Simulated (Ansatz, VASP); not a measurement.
# Two plane-wave programs on ScAs3

```xyz
4
Lattice="4.2557 0.0000 0.0000 0.0000 4.2557 0.0000 0.0000 0.0000 4.2557" Properties=species:S:1:pos:R:3 pbc="T T T"
Sc    0.0000    0.0000    0.0000
As    0.0000    2.1278    2.1278
As    2.1278    0.0000    2.1278
As    2.1278    2.1278    0.0000
```

Alike in both runs: functional PBE; k mesh 12 × 12 × 12; occupations gaussian, width 0.1 eV; no spin polarisation.

Ansatz relaxed the structure, and its values are those at the end. VASP's run is a single point on that final structure, the one shown.

```csv
,VASP,Ansatz
version,VASP 6.6.1,Ansatz 0.2.0
potentials or method,"VASP PAW PBE potentials, release 64 (Sc_sv, As), cutoff 520 eV","scalar-relativistic, plane waves, PAW"
valence electrons in the cell,26,56
```

```tsv
	VASP	Ansatz	Ansatz less VASP
gap on the k mesh at the Fermi level (eV)	none	none	-
pressure (GPa)	0.2	0.0	-0.20
```

A gap of «none» marks a metal or a gap that the smearing closes. The functional is the same, so the differences come from potentials, cutoffs and numerics. VASP's potentials hold 26 valence electrons a cell and Ansatz's 56, so a difference there can come from the potentials and not from the codes.
